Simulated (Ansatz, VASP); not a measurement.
**One calculation of Si4O, two programs**

The input INCAR:

```
SYSTEM = Si4O
  PREC = Accurate
  ENCUT = 520
  EDIFF = 1E-6
  ISMEAR = 0
  SIGMA = 0.05
  LREAL = .FALSE.
  LASPH = .TRUE.
  NELM = 150
  ALGO = Normal
  ISIF = 2
  LWAVE = .FALSE.
  LCHARG = .FALSE.
  ISPIN = 2
  MAGMOM = 0 0 0 0 2
  LORBIT = 11
  LDIPOL = .TRUE.
  IDIPOL = 3
  DIPOL = 0.5 0.5 0.327
  GGA = PE
  IVDW = 12
  NBANDS = 23
```

KPOINTS

```
Automatic mesh
0
G
  7 7 1
  0 0 0
```

File POSCAR:

```
Si4O
1.0
    3.8333442603      0.0000000000      0.0000000000
    0.0000000000      3.8333442603      0.0000000000
    0.0000000000      0.0000000000     21.1034818054
Si O
4 1
Direct
    0.0000000000      0.5000000000      0.1895421825
    0.0000000000      0.0000000000      0.2537634268
    0.5000000000      0.0000000000      0.3207061911
    0.5000000000      0.5000000000      0.3839879068
    0.5000000000      0.7500000000      0.4882361072
```

Input for Ansatz:

```yaml
crystal:
  lattice:
    - [3.8333442603, 0.0, 0.0]
    - [0.0, 3.8333442603, 0.0]
    - [0.0, 0.0, 21.1034818054]
  atoms:
    - { symbol: Si, position: [0.0, 0.5, 0.1895421825] }
    - { symbol: Si, position: [0.0, 0.0, 0.2537634268] }
    - { symbol: Si, position: [0.5, 0.0, 0.3207061911] }
    - { symbol: Si, position: [0.5, 0.5, 0.3839879068] }
    - { symbol: O, position: [0.5, 0.75, 0.4882361072], spin: 2.0 }
basis:
  ecutwfc: 420
kpoints:
  mp_grid: { grid: [7, 7, 1] }
hamiltonian:
  xc: pbe
  pseudopotentials: { kind: paw, azcp: { folder: soft_1 } }
  dispersion: d3bj
scf:
  occupations: { method: gaussian, width: 0.05 }
output:
  forces: true
  eigenvalues: true
  populations: true
magnetization:
  spin_polarized: true
efield:
  axis: 3
  dipole_correction: true
  ramp_width: 0.04
```

Alike in both runs: task single point; functional PBE; dispersion D3(BJ); k mesh 7 × 7 × 1; occupations gaussian, width 0.05 eV; collinear spin.

|  | VASP | Ansatz |
| --- | --- | --- |
| version | VASP 6.6.1 | Ansatz 0.2.0 |
| potentials or method | VASP PAW PBE potentials, release 64 (Si, O), cutoff 520 eV | scalar-relativistic, plane waves, PAW |
| valence electrons in the cell | 22 | 22 |

|  | VASP | Ansatz | Ansatz less VASP |
| --- | --- | --- | --- |
| gap on the k mesh at the Fermi level (eV) | none | none | - |
| rms of the force components (eV/Å) | 1.121 | 1.132 | +0.0107 |
| net moment per atom (μB) | 0.23 | 0.23 | 0.000 |
| size of the moment on the site where the two differ most (μB) | 0.94 | 1.10 | +0.158 |

Site moments also hang on the region over which each program counts them. Atom by atom the forces differ by 0.011 eV/Å (rms over components). A gap of «none» marks a metal or a gap that the smearing closes. Ansatz's warnings: stability check not made.
